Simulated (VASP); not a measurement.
# Ge (P6_3/mmc) in VASP: further runs

Ge is run at these levels: PBE; tasks: single point, relaxation of shape and atoms at fixed volume.

Everything below comes from runs of VASP 6.6.1. Logs are shortened: lines on timing, memory, paths and dates and some standing lists are left out, and cuts for length are marked.

### Step 1. The cell of the first run

Symmetry: P6_3/mmc, No. 194, hexagonal system. Conventional cell: a = 4.058 Å, b = 4.058 Å, c = 6.693 Å, α = 90.00°, β = 90.00°, γ = 120.00°. Ge (site symmetry 3m) has 4 Ge at 2.49 to 2.51 Å within 3.3 Å.

This isn't the form of Ge at room conditions, which is diamond.

### Step 2. Single point, PBE

The input, INCAR:

```
SYSTEM = Ge
ALGO = Normal
EDIFF = 1E-7
ENCUT = 520
GGA = PE
ISIF = 2
ISMEAR = 0
LASPH = .True.
LCHARG = .True.
LELF = .True.
LREAL = .False.
LVHAR = .True.
LWAVE = .False.
NBANDS = 36
NELM = 100
PREC = Accurate
SIGMA = 0.1
```

The input, KPOINTS:

```
k-points
0
Gamma
  12 12 8
  0 0 0
```

The input, POSCAR:

```
Ge
1.0
    4.0581567077      0.0000000000      0.0000000000
   -2.0290783538      3.5144668014      0.0000000000
    0.0000000000      0.0000000000      6.6925281932
Ge
4
Direct
    0.6666666667      0.3333333333      0.0627911808
    0.3333333333      0.6666666667      0.5627911808
    0.6666666667      0.3333333333      0.4372088192
    0.3333333333      0.6666666667      0.9372088192
```

Potentials or basis: VASP PAW PBE potentials, release 64 (Ge_d).

On the command line:

```
$ cat potpaw_PBE.64/Ge_d/POTCAR > POTCAR
$ mpirun -np 1 vasp_std > vasp.out
```

OUTCAR:

```text
SYSTEM = Ge
   EDIFF = 1E-7
   ENCUT = 520
   GGA = PE
   ISIF = 2
   ISMEAR = 0
   LASPH = .True.
   LREAL = .False.
   NELM = 100
   PREC = Accurate

 ion  position               nearest neighbor table
   1  0.667  0.333  0.063-   4 2.49   4 2.49   4 2.49   3 2.51
   2  0.333  0.667  0.563-   3 2.49   3 2.49   3 2.49   4 2.51
   3  0.667  0.333  0.437-   2 2.49   2 2.49   2 2.49   1 2.51
   4  0.333  0.667  0.937-   1 2.49   1 2.49   1 2.49   2 2.51

  LATTYP: Found a hexagonal cell.
 ALAT       =     4.0581567077
 C/A-ratio  =     1.6491546964

  Lattice vectors:

 A1 = (   4.0581567077,   0.0000000000,   0.0000000000)
 A2 = (  -2.0290783538,   3.5144668014,   0.0000000000)
 A3 = (   0.0000000000,   0.0000000000,   6.6925281932)

Analysis of symmetry for initial positions (statically):
=====================================================================
 Subroutine PRICEL returns:
 Original cell was already a primitive cell.

 Routine SETGRP: Setting up the symmetry group for a
 hexagonal supercell.

 Subroutine GETGRP returns: Found 24 space group operations
 (whereof 12 operations were pure point group operations)
 out of a pool of 24 trial point group operations.

The static configuration has the point symmetry D_3d.
 The point group associated with its full space group is D_6h.

Analysis of symmetry for dynamics (positions and initial velocities):
=====================================================================
 Subroutine PRICEL returns:
 Original cell was already a primitive cell.

 Routine SETGRP: Setting up the symmetry group for a
 hexagonal supercell.

 Subroutine GETGRP returns: Found 24 space group operations
 (whereof 12 operations were pure point group operations)
 out of a pool of 24 trial point group operations.

The dynamic configuration has the point symmetry D_3d.
 The point group associated with its full space group is D_6h.

 Subroutine INISYM returns: Found 24 space group operations
 (whereof 12 operations are pure point group operations),
 and found     1 'primitive' translations

----------------------------------------------------------------------------------------

                                     Primitive cell

  volume of cell :      95.4506

  direct lattice vectors                    reciprocal lattice vectors
     4.058156708  0.000000000  0.000000000     0.246417295  0.142269092  0.000000000
    -2.029078354  3.514466801  0.000000000     0.000000000  0.284538184  0.000000000
     0.000000000  0.000000000  6.692528193     0.000000000  0.000000000  0.149420364

  length of vectors
     4.058156708  4.058156708  6.692528193     0.284538184  0.284538184  0.149420364

  position of ions in fractional coordinates (direct lattice)
     0.666666667  0.333333333  0.062791181
     0.333333333  0.666666667  0.562791181
     0.666666667  0.333333333  0.437208819
     0.333333333  0.666666667  0.937208819

  ion indices of the primitive-cell ions
   primitive index   ion index
                 1           1
                 2           2
                 3           3
                 4           4

----------------------------------------------------------------------------------------

 KPOINTS: k-points

Automatic generation of k-mesh.
 Grid dimensions read from file:
 generate k-points for:   12   12    8

 Generating k-lattice:

  Cartesian coordinates                     Fractional coordinates (reciprocal lattice)
     0.020534775  0.011855758  0.000000000     0.083333333  0.000000000  0.000000000
     0.000000000  0.023711515  0.000000000     0.000000000  0.083333333  0.000000000
     0.000000000  0.000000000  0.018677546     0.000000000  0.000000000  0.125000000

  Length of vectors
     0.023711515  0.023711515  0.018677546

  Shift w.r.t. Gamma in fractional coordinates (k-lattice)
     0.000000000  0.000000000  0.000000000

 Subroutine IBZKPT returns following result:
 ===========================================

 Found     95 irreducible k-points:

 Following reciprocal coordinates:
            Coordinates               Weight
  0.000000  0.000000  0.000000      1.000000
  0.083333  0.000000  0.000000      6.000000
  0.166667  0.000000  0.000000      6.000000
  0.250000  0.000000  0.000000      6.000000
  0.333333  0.000000  0.000000      6.000000
  0.416667  0.000000  0.000000      6.000000
[... 16 lines left out ...]
  0.250000  0.000000  0.125000     12.000000
  0.333333  0.000000  0.125000     12.000000
 [... further k-points ...]
   k-points           NKPTS =     95   k-points in BZ     NKDIM =     95   number of bands    NBANDS=     36
   number of dos      NEDOS =    301   number of ions     NIONS =      4
   total plane-waves  NPLWV =  45000
   dimension x,y,z NGX =    30 NGY =   30 NGZ =   50
   dimension x,y,z NGXF=    60 NGYF=   60 NGZF=  100
   ions per type =               4
   NGX,Y,Z   is equivalent  to a cutoff of  12.29, 12.29, 12.42 a.u.
   NGXF,Y,Z  is equivalent  to a cutoff of  24.58, 24.58, 24.84 a.u.
 SYSTEM =  Ge
   PREC   = accura    normal or accurate (medium, high low for compatibility)
   ISTART =      0    job   : 0-new  1-cont  2-samecut
   ICHARG =      2    charge: 1-file 2-atom 10-const
   ISPIN  =      1    spin polarized calculation?
   LNONCOLLINEAR =      F non collinear calculations
   LSORBIT =      F    spin-orbit coupling
   LASPH  =      T    aspherical Exc in radial PAW
   ENCUT  =  520.0 eV  38.22 Ry    6.18 a.u.   7.55  7.55 12.44*2*pi/ulx,y,z
   NELM   =    100;   NELMIN=  2; NELMDL= -5     # of ELM steps
   EDIFF  = 0.1E-06   stopping-criterion for ELM
   LREAL  =      F    real-space projection
   EDIFFG = 0.1E-05   stopping-criterion for IOM
   NSW    =      0    number of steps for IOM
   IBRION =     -1    ionic relax: 0-MD 1-quasi-New 2-CG
   NFREE  =      0    steps in history (QN), initial steepest desc. (CG)
   ISIF   =      2    stress and relaxation
   ISYM   =      2    0-nonsym 1-usesym 2-fastsym
   POTIM  = 0.5000    time-step for ionic-motion
   TEBEG  =    0.0;   TEEND  =   0.0 temperature during run
   PSTRESS=    0.0 pullay stress
   NELECT =      56.0000    total number of electrons
   NUPDOWN=      -1.0000    fix difference up-down
   EMIN   =  10.00;   EMAX   =-10.00  energy-range for DOS
   EFERMI =   0.00;   METHOD = LEGACY
   ISMEAR =     0;   SIGMA  =   0.10  broadening in eV -4-tet -1-fermi 0-gaus
   EFERMI_NEDOS =   21; number of points for ismear=-14 and -15
   IALGO  =     38    algorithm
   IMIX   =      4    mixing-type and parameters
     AMIX     =   0.40;   BMIX     =  1.00
     AMIX_MAG =   1.60;   BMIX_MAG =  1.00
  volume/ion in A,a.u.               =      23.86       161.03
  Fermi-wavevector in a.u.,A,eV,Ry     =   1.370497  2.589863 25.555298  1.878261
  Thomas-Fermi vector in A             =   2.496278
   LORBIT       =      0    0 simple, 1 ext, 2 COOP (PROOUT), +10 PAW based schemes
   GGA     = PE    functional components
   LHFCALC =     F    Hartree Fock is set to
   AEXX    =    0.0000 exact exchange contribution
   IVDW    =     0    specifies the selected vdW correction
   LEPSILON=     F    determine dielectric tensor
   LRPA    =     F    only Hartree local field effects (RPA)
 non-spin polarized calculation
 Gauss-broadening in eV      SIGMA  =   0.10
  energy-cutoff  :      520.00
  volume of cell :       95.45
 maximum number of plane-waves:      2597
   NGX = 15   NGY = 15   NGZ = 25

 number of electron      55.9999982 magnetization

 Free energy of the ion-electron system (eV)
  ---------------------------------------------------
  ext. energy  EPLUGINS =         0.00000000
  ---------------------------------------------------
  free energy    TOTEN  =       -18.00279991 eV

  energy without entropy =      -18.00218946  energy(sigma->0) =      -18.00249469

 E-fermi :   4.5549     XC(G=0):  -9.6723

 val. band max:        4.5511634496   @ k =   0.0000   0.0000   0.1250
 cond. band min:       4.6483403847   @ k =   0.0000   0.0000   0.0000
 fundamental gap:      0.0971769351
 Fermi energy:         4.5548767555

 k-point     1 :       0.0000    0.0000    0.0000
  band No.  band energies     occupation
      1     -20.2882      2.00000
      2     -20.2882      2.00000
      3     -20.2548      2.00000
      4     -20.2545      2.00000
      5     -20.2545      2.00000
      6     -20.2422      2.00000
[... 28 lines left out ...]
     35       9.0070      0.00000
     36      10.6171      0.00000

 k-point     2 :       0.0833    0.0000    0.0000
  band No.  band energies     occupation
      1     -20.2924      2.00000
      2     -20.2895      2.00000
      3     -20.2588      2.00000
      4     -20.2568      2.00000
      5     -20.2545      2.00000
      6     -20.2370      2.00000
[... 28 lines left out ...]
     35       9.3007      0.00000
     36      11.0257      0.00000

 k-point     3 :       0.1667    0.0000    0.0000
  band No.  band energies     occupation
      1     -20.2995      2.00000
      2     -20.2923      2.00000
      3     -20.2664      2.00000
      4     -20.2618      2.00000
      5     -20.2536      2.00000
      6     -20.2290      2.00000
[... 28 lines left out ...]
     35      10.0682      0.00000
     36      10.3596      0.00000
[... 742 lines left out ...]
 k-point    23 :       0.2500    0.0000    0.1250
  band No.  band energies     occupation
      1     -20.3029      2.00000
      2     -20.2939      2.00000
      3     -20.2734      2.00000
      4     -20.2684      2.00000
      5     -20.2520      2.00000
      6     -20.2230      2.00000
[... 28 lines left out ...]
     35      10.5791      0.00000
     36      10.9768      0.00000

 k-point    24 :       0.3333    0.0000    0.1250
  band No.  band energies     occupation
      1     -20.3039      2.00000
      2     -20.2954      2.00000
      3     -20.2809      2.00000
      4     -20.2721      2.00000
      5     -20.2456      2.00000
      6     -20.2185      2.00000
[... 28 lines left out ...]
     35      11.3165      0.00000
     36      12.0727      0.00000

 [... further k-points ...]

------------------------ aborting loop because EDIFF is reached ----------------------------------------

  FORCE on cell =-STRESS in cart. coord.  units (eV):
  Direction    XX          YY          ZZ          XY          YZ          ZX
  --------------------------------------------------------------------------------------
  -------------------------------------------------------------------------------------
  Total       -0.0294661     -0.0294661     -0.0191877     -0.0000000     -0.0000000      0.0000000
  in kB       -0.4946000     -0.4946000     -0.3220733     -0.0000000     -0.0000000      0.0000000
  external PRESSURE =      -0.4370911 kB  Pullay stress =       0.0000000 kB

 VOLUME and BASIS-vectors are now :
 -----------------------------------------------------------------------------
  energy-cutoff  :      520.00
  volume of cell :       95.45
      direct lattice vectors                 reciprocal lattice vectors
     4.058156708  0.000000000  0.000000000     0.246417295  0.142269092  0.000000000
    -2.029078354  3.514466801  0.000000000     0.000000000  0.284538184  0.000000000
     0.000000000  0.000000000  6.692528193     0.000000000  0.000000000  0.149420364

 POSITION                                       TOTAL-FORCE (eV/Angst)
 -----------------------------------------------------------------------------------
      2.02908      1.17149      0.42023        -0.000000      0.000000     -0.002118
     -0.00000      2.34298      3.76650         0.000000      0.000000     -0.002118
      2.02908      1.17149      2.92603        -0.000000      0.000000      0.002118
     -0.00000      2.34298      6.27230         0.000000      0.000000      0.002118
 -----------------------------------------------------------------------------------
    total drift:                               -0.000000      0.000000     -0.000000

  FREE ENERGIE OF THE ION-ELECTRON SYSTEM (eV)
  ---------------------------------------------------
  free  energy   TOTEN  =       -18.0027999117 eV

  energy  without entropy=      -18.0021894645  energy(sigma->0) =      -18.00249469
```

Wall time 5.1 min (1 thread of AMD EPYC 7R13, shared host); peak memory 0.33 GiB.

What came out:

| Item | Value |
| --- | --- |
| Free energy | -18.0028 eV |
| Pressure | 0.0 GPa |
| Band gap on the k mesh | zero (bands 28 and 29 overlap by 0.01 eV) |

Forces on the atoms (eV/Å):
```
Ge   0.000  0.000 -0.002
Ge   0.000  0.000 -0.002
Ge   0.000  0.000  0.002
Ge   0.000  0.000  0.002
```

Levels at points of the mesh, in eV from the Fermi level:
```
           k point  band 25  band 26  band 27  band 28  band 29  band 30  band 31  band 32
(0.00, 0.00, 0.00)    -1.42    -0.41    -0.21    -0.15     0.09     0.09     2.25     2.25
(0.50, 0.00, 0.00)    -4.36    -2.93    -2.65    -1.39     0.57     1.51     3.57     3.68
(0.00, 0.00, 0.50)    -0.83    -0.83    -0.83    -0.83     0.53     0.53     3.32     3.32
(0.50, 0.00, 0.50)    -2.44    -2.44    -2.30    -2.30     0.50     0.50     2.15     2.15
```

Caveat: semilocal functionals underestimate gaps, so a narrow gap can read as zero.

### Step 3. Relaxation of shape and atoms at fixed volume, PBE (21.72 Å³/atom)

This run uses another cell than the first one, of 21.72 Å³/atom.

The input, INCAR:

```
PREC     = Accurate       # precision mode
ENCUT    = 600            # plane-wave cutoff, eV
EDIFF    = 1E-6           # SCF threshold, eV
ISMEAR   = 0              # smearing method
SIGMA    = 0.1            # smearing width, eV
LREAL    = False          # projectors in reciprocal space
LASPH    = True           # aspherical terms in the spheres
NELM     = 60             # most SCF steps
ALGO     = Normal         # electronic algorithm
ISIF     = 4              # what is computed and relaxed
LWAVE    = False          # write WAVECAR
LCHARG   = False          # write CHGCAR
GGA      = PE             # functional
IBRION   = 2              # ionic algorithm
NSW      = 50             # ionic steps
EDIFFG   = -0.01          # ionic threshold
```

The input, KPOINTS:

```
regular mesh
0
Gamma
  12 12 6
```

The input, POSCAR:

```
Ge
1.0
    3.9311406306      0.0000000000      0.0000000000
   -1.9655703153      3.4044676519      0.0000000000
    0.0000000000      0.0000000000      6.4901101554
Ge
4
Direct
    0.6666666667      0.3333333333      0.0629628726
    0.3333333333      0.6666666667      0.5629628726
    0.6666666667      0.3333333333      0.4370371274
    0.3333333333      0.6666666667      0.9370371274
```

Potentials or basis: VASP PAW PBE potentials, release 64 (Ge_d).

On the command line:

```
$ cat potpaw_PBE.64/Ge_d/POTCAR > POTCAR
$ mpirun -np 1 vasp_std > vasp.out
```

Wall time 2.5 min (1 thread of AMD EPYC 9R45 (Zen 5), shared host); peak memory 0.32 GiB.

The run converged. Its results:

| Item | Value |
| --- | --- |
| Free energy | -17.8323 eV |
| Energy gained by relaxing | 0.0 meV/atom |
| Ionic steps | 2 |
| Pressure after relaxing | 7.0 GPa |
| Largest force after relaxing | 0.005 eV/Å |
| Band gap on the k mesh | zero (filled and empty bands touch) |

Forces on the atoms (eV/Å):
```
Ge   0.000  0.000 -0.005
Ge   0.000  0.000 -0.005
Ge   0.000  0.000  0.005
Ge   0.000  0.000  0.005
```

Stress tensor (GPa, compression positive):
```
6.92 0.00 0.00
0.00 6.92 0.00
0.00 0.00 7.03
```

Final structure:
```cif
data_structure
_symmetry_space_group_name_H-M 'P 1'
_symmetry_Int_Tables_number 1
_cell_length_a 3.9311
_cell_length_b 3.9311
_cell_length_c 6.4901
_cell_angle_alpha 90.000
_cell_angle_beta 90.000
_cell_angle_gamma 120.000
_cell_volume 86.86
loop_
_atom_site_label
_atom_site_type_symbol
_atom_site_fract_x
_atom_site_fract_y
_atom_site_fract_z
_atom_site_occupancy
Ge1 Ge 0.66667 0.33333 0.06308 1
Ge2 Ge 0.33333 0.66667 0.56308 1
Ge3 Ge 0.66667 0.33333 0.43692 1
Ge4 Ge 0.33333 0.66667 0.93692 1
```

Levels at points of the mesh, in eV from the Fermi level:
```
           k point  band 26  band 27  band 28  band 29  band 30  band 31
(0.00, 0.00, 0.00)    -0.30    -0.05     0.02     0.02     0.35     2.14
(0.50, 0.00, 0.00)    -3.36    -3.12    -1.64     0.38     1.70     3.45
(0.00, 0.00, 0.50)    -1.02    -1.02    -1.02     0.75     0.75     3.30
(0.50, 0.00, 0.50)    -2.80    -2.66    -2.66     0.45     0.45     1.97
```

Caveat: semilocal functionals underestimate gaps, so a narrow gap can read as zero.

[end of part 1 of 2]
